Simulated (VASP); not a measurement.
A run of VASP 6.6.1:

POSCAR

```
HfB
1.0
    0.0000000000      2.5773058411      2.5773058411
    2.5773058411      0.0000000000      2.5773058411
    2.5773058411      2.5773058411      0.0000000000
Hf B
1 1
Direct
    0.7500000000      0.7500000000      0.7500000000
    0.0000000000      0.0000000000      0.0000000000
```

The input INCAR.step1:

```
SYSTEM = HfB
PREC = Accurate
ENCUT = 600
ISMEAR = 0
SIGMA = 0.1
LREAL = .False.
LASPH = .True.
NELM = 100
GGA = PE
ALGO = Normal
EDIFF = 1E-4
LWAVE = .True.
LCHARG = .False.
```

Contents of INCAR.step2:

```
SYSTEM = HfB
PREC = Accurate
ENCUT = 600
EDIFF = 1E-7
ISMEAR = 0
SIGMA = 0.1
LREAL = .False.
LASPH = .True.
NELM = 100
ALGO = Normal
ISIF = 3
LWAVE = .False.
LCHARG = .False.
METAGGA = R2SCAN
LMIXTAU = .True.
IBRION = 2
NSW = 80
EDIFFG = -0.01
ISTART = 1
```

The input KPOINTS:

```
Automatic mesh
0
Gamma
  14 14 14
  0 0 0
```

Potentials or basis: VASP PAW PBE potentials, release 64 (Hf_pv, B).

Launch:

```sh
$ cat potpaw_PBE.64/Hf_pv/POTCAR potpaw_PBE.64/B/POTCAR > POTCAR
$ cp INCAR.step1 INCAR
$ mpirun -np 1 vasp_std > vasp.out
$ cp INCAR.step2 INCAR
$ mpirun -np 1 vasp_std > vasp.out
```

Hardware: 1 thread of Intel(R) Xeon(R) 6975P-C (Granite Rapids) (shared host).

Problem. How long does it take, and how much memory?

Solution. Wall time 3.7 min on 1 thread of Intel(R) Xeon(R) 6975P-C (Granite Rapids) (shared host), peak memory 0.22 GiB. Counts: k points 104, ion steps 3.
